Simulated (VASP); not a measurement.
Si:

```
Si
1.0
    -3.33608    3.33608    3.33608
     3.33608   -3.33608    3.33608
     3.33608    3.33608   -3.33608
Si
6
Cartesian
  0.0000 3.3361 1.6680
  0.0000 1.6680 3.3361
  1.6680 3.3361 0.0000
  3.3361 1.6680 0.0000
  3.3361 0.0000 1.6680
  1.6680 0.0000 3.3361
```

Base run:

| Quantity | Value |
| --- | --- |
| Program | VASP 6.6.1 |
| Functional | PBE |
| Potentials or basis | VASP PAW PBE potentials, release 64 (Si) |
| Cutoff | 520 eV |
| k mesh | 5 × 5 × 5 |
| Occupations | methfessel-paxton, width 0.15 eV |
| Spin | no spin polarisation |

Its results: band gap on the k mesh 0.33 eV, direct; pressure 1.9 GPa.

The run is repeated on the same cell with these changes: functional from PBE to revPBE. What comes out?

Band gap on the k mesh 0.38 eV, direct; pressure 2.7 GPa.

revPBE binds less tightly than PBE, so the same cell stands under more pressure.

Caveats: the PAW data sets were made with another functional, which shifts forces and pressure a little (some runs).

A k mesh can miss the band edges.
